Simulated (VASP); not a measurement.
Input of a VASP 6.6.1 run:

POSCAR

```
KCl
1.0
    0.0000000000      3.5072828304      3.4357342607
    3.5072828304      0.0000000000      3.4357342607
    3.5072828304      3.5072828304      0.0000000000
K Cl
1 1
Direct
    0.0000000000      0.0000000000      0.0000000000
    0.2500000000      0.2500000000      0.2500000000
```

INCAR.step1

```
SYSTEM = KCl
PREC     = Accurate       ! precision mode
ENCUT    = 520            ! plane-wave cutoff, eV
EDIFF    = 1E-5           ! SCF threshold, eV
ISMEAR   = 0              ! smearing method
SIGMA    = 0.01           ! smearing width, eV
LREAL    = .FALSE.        ! projectors in reciprocal space
LASPH    = .TRUE.         ! aspherical terms in the spheres
NELM     = 100            ! most SCF steps
ALGO     = Normal         ! electronic algorithm
ISIF     = 2              ! what is computed and relaxed
LWAVE    = .TRUE.         ! write WAVECAR
NBANDS   = 15             ! bands
GGA      = PE             ! functional
```

Contents of INCAR.step2:

```
SYSTEM = KCl
PREC     = Accurate       ! precision mode
ENCUT    = 520            ! plane-wave cutoff, eV
EDIFF    = 1E-6           ! SCF threshold, eV
ISMEAR   = 0              ! smearing method
SIGMA    = 0.01           ! smearing width, eV
LREAL    = .FALSE.        ! projectors in reciprocal space
LASPH    = .TRUE.         ! aspherical terms in the spheres
NELM     = 100            ! most SCF steps
ALGO     = Normal         ! electronic algorithm
ISIF     = 2              ! what is computed and relaxed
LWAVE    = .FALSE.        ! write WAVECAR
LCHARG   = .TRUE.         ! write CHGCAR
GGA      = PE             ! functional
LHFCALC  = .TRUE.         ! exact exchange
HFSCREEN = 0.2079         ! screening, 1/A
PRECFOCK = Normal       
LELF     = .TRUE.         ! ELF
LVHAR    = .TRUE.       
NBANDS   = 15             ! bands
ISTART   = 1
```

KPOINTS

```
regular mesh
0
G
  4 4 4
  0 0 0
```

Potentials or basis: VASP PAW PBE potentials, release 64 (K_sv, Cl).

The run is started by

```sh
$ cat potpaw_PBE.64/K_sv/POTCAR potpaw_PBE.64/Cl/POTCAR > POTCAR
$ cp INCAR.step1 INCAR
$ mpirun -np 1 vasp_std > vasp.out
$ cp INCAR.step2 INCAR
$ mpirun -np 1 vasp_std > vasp.out
```

(1) Estimate the pressure.

(2) What does it give for the band gap on the k mesh?

Results:

(1) 0.4 GPa.

(2) 6.06 eV (least direct gap 6.10 eV).

Caveat: the cell differs from its parent crystal (uniaxial z strain -2.0%); the PAW data sets were made with another functional, which shifts forces and pressure a little.
